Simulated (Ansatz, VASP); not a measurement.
# Two plane-wave programs on Ga2GeSe3

```xyz
6
Lattice="3.7981 0.0000 0.0000 0.0000 3.7981 0.0000 0.0000 0.0000 10.3804" Properties=species:S:1:pos:R:3 pbc="T T T"
Ga    1.8991    0.0000    4.0666
Ga    0.0000    1.8991    6.3138
Ge    0.0000    0.0000    0.0000
Se    1.8991    0.0000    6.7225
Se    0.0000    1.8991    3.6579
Se    1.8991    1.8991    0.0000
```

Change from the starting cell: species swapped into the Ti2CuSb3 type (P-4m2, No. 115).

Alike in both runs: functional PBE; k mesh 4 × 4 × 2; occupations gaussian, width 0.1 eV; no spin polarisation.

Ansatz relaxed the structure, and its values are those at the end. VASP's run is a single point on that final structure, the one shown.

```csv
,VASP,Ansatz
version,VASP 6.6.1,Ansatz 0.2.0
potentials or method,"VASP PAW PBE potentials, release 64 (Ga_d, Ge_d, Se), cutoff 520 eV","scalar-relativistic, plane waves, PAW"
valence electrons in the cell,58,88
```

|  | VASP | Ansatz | Ansatz less VASP |
| --- | --- | --- | --- |
| gap on the k mesh at the Fermi level (eV) | none | none | - |
| pressure (GPa) | 0.1 | 0.0 | -0.08 |
| rms of the force components (eV/Å) | 0.001 | 0.005 | +0.0040 |

A gap of «none» marks a metal or a gap that the smearing closes. VASP's potentials hold 58 valence electrons a cell and Ansatz's 88, so a difference there can come from the potentials and not from the codes.

The k mesh is coarse, so the values compare programs but aren't converged.
